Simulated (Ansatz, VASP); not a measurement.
# Li3IF2: VASP beside Ansatz

```
Li I F
1.0
     4.28040    0.00000    0.00000
     0.01403    5.69916    0.00000
     0.09607    2.84112    4.94547
Li I F
3 1 2
Direct
  0.39932 0.37361 0.62655
  0.42428 0.62413 0.00027
  0.45861 0.00006 0.38232
  0.89550 0.00136 0.99166
  0.41097 0.66680 0.66644
  0.41131 0.33403 0.33277
```

Change from the starting cell: the structure that the rattled cell fell into.

Alike in both runs: task single point; functional PBE; k mesh 4 × 4 × 4; occupations gaussian, width 0.1 eV; no spin polarisation.

|  | VASP | Ansatz |
| --- | --- | --- |
| version | VASP 6.6.1 | Ansatz 0.2.0 |
| potentials or method | VASP PAW PBE potentials, release 64 (Li_sv, I, F), cutoff 520 eV | scalar-relativistic, plane waves, PAW |
| valence electrons in the cell | 30 | 40 |

```tsv
	VASP	Ansatz	Ansatz less VASP
gap on the k mesh at the Fermi level (eV)	4.44	4.45	+0.005
least direct gap on the mesh (eV)	4.44	4.45	+0.005
rms of the force components (eV/Å)	0.021	0.020	-0.0011
```

Atom by atom the forces differ by 0.010 eV/Å (rms over components). VASP's potentials hold 30 valence electrons a cell and Ansatz's 40, so a difference there can come from the potentials and not from the codes.

Spin-orbit coupling is off throughout. Noted on VASP's run: the cutoff is short for stress, so the pressure is rough.
